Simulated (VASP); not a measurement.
SnTe, 2 atoms in the cell. The structure is cubic, space group F-43m (No. 216). The conventional cell has a = 7.364 Å, b = 7.364 Å, c = 7.364 Å, α = 90.00°, β = 90.00°, γ = 90.00°. Sn (site symmetry -43m) has 4 Te at 3.19 Å within 4.2 Å. Te (site symmetry -43m) has 4 Sn at 3.19 Å within 4.2 Å. 

- Program: VASP 6.6.1
- Task: single point
- Functional: PBEsol
- Potentials or basis: VASP PAW PBE potentials, release 64 (Sn_d, Te)
- Cutoff: 520 eV
- k mesh: 6 × 6 × 6
- Occupations: gaussian, width 0.01 eV
- Spin: no spin polarisation
- Dipole correction: no
- Further INCAR settings: ALGO = Normal; EDIFF = 1e-07; NBANDS = 17

Potentials or basis: VASP PAW PBE potentials, release 64 (Sn_d, Te).

The run is started by

```sh
$ cat potpaw_PBE.64/Sn_d/POTCAR potpaw_PBE.64/Te/POTCAR > POTCAR
$ mpirun -np 1 vasp_std > vasp.out
```

Hardware: 1 thread of Intel(R) Xeon(R) Platinum 8559C (Emerald Rapids), with other jobs on the host.

Estimate the wall time of this run.

It took 16 s on 1 thread of Intel(R) Xeon(R) Platinum 8559C (Emerald Rapids) (shared host), peak memory 0.24 GiB. Counts: scf iterations 15, k points 16.
